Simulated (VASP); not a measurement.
Write the native input for VASP 6.6.1 that does the following.

```
Task                   : single point
Functional             : PBE
Potentials or basis    : VASP PAW PBE potentials, release 64 (Ga_d, Sb)
Cutoff                 : 520 eV
k mesh                 : 24 × 24 × 24
Occupations            : gaussian, width 0.15 eV
Spin                   : no spin polarisation
Dipole correction      : no
Further INCAR settings : ALGO = Fast; EDIFF = 1e-07; NBANDS = 16
```

The structure of GaSb lies in POSCAR:

```
GaSb
1.0
   -2.7657340177      2.7657340177      1.5810862690
    2.7657340177     -2.7657340177      1.5810862690
    2.7657340177      2.7657340177     -1.5810862690
Ga Sb
1 1
Direct
    0.2500000000      0.7500000000      0.5000000000
    0.0000000000      0.0000000000      0.0000000000
```

These files were run (other wordings do the same):

INCAR

```
PREC = Accurate
ENCUT = 520
EDIFF = 1E-7
ISMEAR = 0
SIGMA = 0.15
LREAL = F
LASPH = T
NELM = 80
ALGO = Fast
ISIF = 2
LWAVE = F
LCHARG = F
GGA = PE
NBANDS = 16
```

KPOINTS

```
Automatic mesh
0
Gamma
  24 24 24
```

Potentials or basis: VASP PAW PBE potentials, release 64 (Ga_d, Sb).

Command:

```sh
$ cat potpaw_PBE.64/Ga_d/POTCAR potpaw_PBE.64/Sb/POTCAR > POTCAR
$ mpirun -np 1 vasp_std > vasp.out
```

It gave:

```json
{
 "Pressure": "0.0 GPa",
 "Band gap on the k mesh": "zero (bands 9 and 10 overlap by 4.76 eV)"
}
```

Caveat: spin-orbit coupling is left out, which moves the levels of the heavy elements.

Wall time 22 min on 1 thread of Oxide Virtual Turin-like Processor (shared host), peak memory 0.86 GiB.
